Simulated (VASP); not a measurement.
A run of VASP 6.6.1 is set up as follows.

The input INCAR:

```
  PREC = Accurate
  ENCUT = 520
  EDIFF = 1E-6
  ISMEAR = 0
  SIGMA = 0.01
  LREAL = False
  LASPH = True
  NELM = 150
  ALGO = Normal
  ISIF = 2
  LWAVE = False
  LCHARG = False
  ISPIN = 2
  MAGMOM = -2.34 2.34 0.17 -0.17
  LORBIT = 11
  LMAXMIX = 4
  GGA = PE
  NBANDS = 27
```

File KPOINTS:

```
regular mesh
0
Gamma
  12 12 8
```

The input POSCAR:

```
CoO
1.0
    3.1990602277      0.0000000000      0.0000000000
   -1.5995301139      2.7704674254      0.0000000000
    0.0000000000      0.0000000000      5.2511795156
Co O
2 2
Direct
    0.0000000000      0.0000000000      0.0055841018
    0.3333333333      0.6666666667      0.5055844798
    0.0000000000      0.0000000000      0.3694163116
    0.3333333333      0.6666666667      0.8694161068
```

Potentials or basis: VASP PAW PBE potentials, release 64 (Co, O).

Run with:

```bash
$ cat potpaw_PBE.64/Co/POTCAR potpaw_PBE.64/O/POTCAR > POTCAR
$ mpirun -np 1 vasp_std > vasp.out
```

Task: Estimate the site moments.

Result: Co -2.30, +2.30; O +0.15, -0.15 μB.

Task: Predict the largest force.

Result: 0.004 eV/Å.

Task: Predict the pressure.

Result: -1.4 GPa.

Task: Predict the band gap on the k mesh.

Result: 0.17 eV (least direct gap 0.25 eV).

Stress tensor (GPa, compression positive):
```
-1.98  0.00  0.00
 0.00 -1.98  0.00
 0.00  0.00 -0.17
```

A k mesh can miss the band edges.
